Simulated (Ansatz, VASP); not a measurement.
# Two plane-wave programs on InO

POSCAR

```
InO
1.0
    3.5009294590      0.0000000000      0.0000000000
   -1.7504647295      3.0318938484      0.0000000000
    0.0000000000      0.0000000000     15.4508366886
In O
2 2
Direct
    0.6666666667      0.3333333333      0.5900210000
    0.6666666667      0.3333333333      0.4099790000
    0.0000000000      0.0000000000      0.6398670000
    0.0000000000      0.0000000000      0.3601330000
```

INCAR.step1

```
PREC = Accurate
ENCUT = 520
ISMEAR = 0
SIGMA = 0.05
LREAL = False
LASPH = True
NELM = 80
NBANDS = 27
GGA = PE
ALGO = Normal
EDIFF = 1E-4
LWAVE = True
LCHARG = False
```

File INCAR.step2:

```
PREC = Accurate
ENCUT = 520
EDIFF = 1E-6
ISMEAR = 0
SIGMA = 0.05
LREAL = False
LASPH = True
NELM = 80
ALGO = Normal
ISIF = 2
LWAVE = False
LCHARG = False
METAGGA = R2SCAN
LMIXTAU = True
NBANDS = 27
ISTART = 1
```

File KPOINTS:

```
regular mesh
0
Gamma
  12 12 2
```

Input for Ansatz:

```yaml
crystal:
  lattice:
    - [3.500929459, 0.0, 0.0]
    - [-1.7504647295, 3.0318938484, 0.0]
    - [0.0, 0.0, 15.4508366886]
  atoms:
    - { symbol: In, position: [0.6666666667, 0.3333333333, 0.590021] }
    - { symbol: In, position: [0.6666666667, 0.3333333333, 0.409979] }
    - { symbol: O, position: [0.0, 0.0, 0.639867] }
    - { symbol: O, position: [0.0, 0.0, 0.360133] }
basis:
  ecutwfc: 500
kpoints:
  mp_grid: { grid: [12, 12, 2] }
hamiltonian:
  xc: r2scan
scf:
  occupations: { method: gaussian, width: 0.05 }
output:
  forces: true
  stress: true
  eigenvalues: true
```

Alike in both runs: task single point; functional r2SCAN; k mesh 12 × 12 × 2; occupations gaussian, width 0.05 eV; no spin polarisation.

|  | VASP | Ansatz |
| --- | --- | --- |
| version | VASP 6.6.1 | Ansatz 0.2.0 |
| potentials or method | VASP PAW PBE potentials, release 64 (In_d, O), cutoff 520 eV | scalar-relativistic, plane waves, PAW |
| valence electrons in the cell | 38 | 38 |

Ansatz gave:

| Item | Value |
| --- | --- |
| gap on the k mesh at the Fermi level (eV) | 0.81 |
| least direct gap on the mesh (eV) | 1.38 |
| rms of the force components (eV/Å) | 0.332 |

Question: What did VASP give for the same quantities?

Answer: gap on the k mesh at the Fermi level (eV): 0.80; least direct gap on the mesh (eV): 1.38; rms of the force components (eV/Å): 0.302.

VASP's potentials were made for PBE, not for r2SCAN. Atom by atom the forces differ by 0.032 eV/Å (rms over components). With one functional, cell and mesh, what is left measures potentials, basis and numerics.
